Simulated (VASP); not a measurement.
Write the native input for VASP 6.6.1 that does the following.

| Quantity | Value |
| --- | --- |
| Task | single point |
| Functional | PBE |
| Potentials or basis | VASP PAW PBE potentials, release 64 (Ir) |
| Cutoff | 520 eV |
| k mesh | 22 × 22 × 22 |
| Occupations | gaussian, width 0.15 eV |
| Spin | no spin polarisation |
| Dipole correction | no |
| Further INCAR settings | ALGO = Normal; EDIFF = 1e-07; NBANDS = 10 |

The structure of Ir lies in POSCAR:

```
Ir
1.0
    0.0000000000      1.9676925000      1.8237150000
    1.9676925000      0.0000000000      1.8237150000
    1.9676925000      1.9676925000      0.0000000000
Ir
1
Direct
    0.0000000000      0.0000000000      0.0000000000
```

This cell differs from its parent crystal: strain +0.025 along x and y, -0.050 along z.

One way to write it, as run:

INCAR

```
  PREC = Accurate
  ENCUT = 520
  EDIFF = 1E-7
  ISMEAR = 0
  SIGMA = 0.15
  LREAL = F
  LASPH = T
  NELM = 80
  ALGO = Normal
  ISIF = 2
  LWAVE = F
  LCHARG = F
  GGA = PE
  NBANDS = 10
```

KPOINTS

```
Automatic mesh
0
Gamma
  22 22 22
```

Potentials or basis: VASP PAW PBE potentials, release 64 (Ir).

Command:

```console
$ cat potpaw_PBE.64/Ir/POTCAR > POTCAR
$ mpirun -np 1 vasp_std > vasp.out
```

Results of the run:

The pressure is 11.7 GPa.

Caveat: the cell differs from its parent crystal (strain +0.025 along x and y, -0.050 along z).

Wall time 53 s on 1 thread of Intel(R) Xeon(R) Platinum 8488C (Sapphire Rapids), on a shared host, peak memory 0.24 GiB.
